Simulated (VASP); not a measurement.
## C7O: single point with PBE+D3(BJ)

C7O, a slab with vacuum:

```
C O
1.0
     2.46505    0.00000    0.00000
    -1.23252    2.13480    0.00000
     0.00000    0.00000   26.84871
C O
7 1
Direct
  0.66667 0.33333 0.31659
  0.33333 0.66667 0.31665
  0.33333 0.66667 0.44198
  0.00000 0.00000 0.44203
  0.00000 0.00000 0.56773
  0.66667 0.33333 0.56776
  0.66667 0.33333 0.69502
  0.66667 0.33333 0.73726
```

* Program: VASP 6.6.1
* Task: single point
* Functional: PBE
* Dispersion: D3(BJ)
* Potentials or basis: VASP PAW PBE potentials, release 64 (C, O)
* Cutoff: 520 eV
* k mesh: 12 × 12 × 1
* Occupations: gaussian, width 0.05 eV
* Spin: no spin polarisation
* Dipole correction: yes
* Further INCAR settings: ALGO = Normal; EDIFF = 1e-06; NBANDS = 27

```json
{"Largest force": "0.970 eV/Å", "Band gap on the k mesh": "zero (bands 17 and 18 overlap by 0.04 eV)", "Dispersion energy per atom": "-0.133 eV"}
```

Forces in eV/Å, atoms in the order of the input:
```
C    0.000  0.000  0.011
C    0.000  0.000 -0.013
C    0.000  0.000  0.000
C    0.000  0.000  0.000
C    0.000  0.000  0.006
C    0.000  0.000 -0.005
C    0.000  0.000 -0.970
O    0.000  0.000  0.970
```

Levels at points of the mesh, in eV from the Fermi level:
| k point | band 13 | band 14 | band 15 | band 16 | band 17 | band 18 | band 19 | band 20 | band 21 | band 22 |
| --- | --- | --- | --- | --- | --- | --- | --- | --- | --- | --- |
| (0.00, 0.00, 0.00) | -3.00 | -2.84 | -2.84 | -2.56 | -2.56 | 3.62 | 4.95 | 5.45 | 5.72 | 6.75 |
| (0.50, 0.00, 0.00) | -4.96 | -2.96 | -2.47 | -2.16 | -1.75 | -0.02 | 1.62 | 1.98 | 2.31 | 5.64 |

Wall time 2.6 min on 1 thread of Intel(R) Xeon(R) Platinum 8259CL CPU @ 2.50GHz (Skylake/Cascade Lake), on a shared host, peak memory 0.26 GiB.
